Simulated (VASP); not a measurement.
Input of a VASP 6.6.1 run:

INCAR

```
PREC = Accurate
ENCUT = 600
EDIFF = 1E-6
ISMEAR = -1
SIGMA = 0.05
LREAL = False
LASPH = True
NELM = 60
ALGO = Normal
ISIF = 3
LWAVE = False
LCHARG = False
GGA = PE
IBRION = 2
NSW = 60
EDIFFG = -0.01
PSTRESS = 300.0
```

KPOINTS

```
regular mesh
0
Gamma
  9 9 3
```

Contents of POSCAR:

```
SnCl
1.0
    3.4975457026      0.0000000000      0.0000000000
   -1.7487728513      3.0289634293      0.0000000000
    0.0000000000      0.0000000000     10.0622090000
Sn Cl
2 2
Direct
    0.6666666667      0.3333333333      0.8205100000
    0.3333333333      0.6666666667      0.3205100000
    0.6666666667      0.3333333333      0.5544910000
    0.3333333333      0.6666666667      0.0544910000
```

Potentials or basis: VASP PAW PBE potentials, release 64 (Sn_d, Cl).

Run with:

```sh
$ cat potpaw_PBE.64/Sn_d/POTCAR potpaw_PBE.64/Cl/POTCAR > POTCAR
$ mpirun -np 1 vasp_std > vasp.out
```

Question: Predict the band gap on the k mesh.

Answer: Zero (bands 21 and 22 overlap by 3.96 eV).

Question: What does it give for the space group after relaxing (to 0.1 Å)?

Answer: P6_3mc (No. 186).

Final structure:
```
Sn Cl
1.0
     3.01674    0.00000    0.00000
    -1.50837    2.61257    0.00000
     0.00000    0.00000    9.34205
Sn Cl
2 2
Direct
  0.66667 0.33333 0.81997
  0.33333 0.66667 0.31997
  0.66667 0.33333 0.55503
  0.33333 0.66667 0.05503
```

Caveat: the cell is relaxed towards a set pressure, so the run minimises the enthalpy, not the energy; spin-orbit coupling is left out, which moves the levels of the heavy elements.
